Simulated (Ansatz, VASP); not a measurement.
Two plane-wave programs on Pt

```
CELL_PARAMETERS angstrom
-1.36294 1.57802 1.57802
1.57802 -1.36294 1.57802
1.57802 1.57802 -1.36294
ATOMIC_POSITIONS crystal
Pt 0.00000 0.00000 0.00000
```

Alike in both runs: task single point; functional LDA; k mesh 22 × 22 × 22; occupations gaussian, width 0.15 eV; no spin polarisation.

|  | VASP | Ansatz |
| --- | --- | --- |
| version | VASP 6.6.1 | Ansatz 0.2.0 |
| potentials or method | VASP PAW LDA potentials, release 64 (Pt), cutoff 520 eV | scalar-relativistic, plane waves, PAW |
| valence electrons in the cell | 10 | 18 |

```csv
,VASP,Ansatz,Ansatz less VASP
gap on the k mesh at the Fermi level (eV),none,none,-
pressure (GPa),1.1,0.5,-0.64
"traceless stress, the component that is largest in VASP (GPa)",-7.76,-7.61,+0.152
```

Ansatz warns that its potentials were made for another functional, while VASP's fit it. LDA's correlation is that of Perdew and Zunger in VASP and of Perdew and Wang (1992) in Ansatz. A gap of «none» marks a metal or a gap that the smearing closes. VASP's potentials hold 10 valence electrons a cell and Ansatz's 18, so a difference there can come from the potentials and not from the codes.

Neither program's run includes spin-orbit coupling.
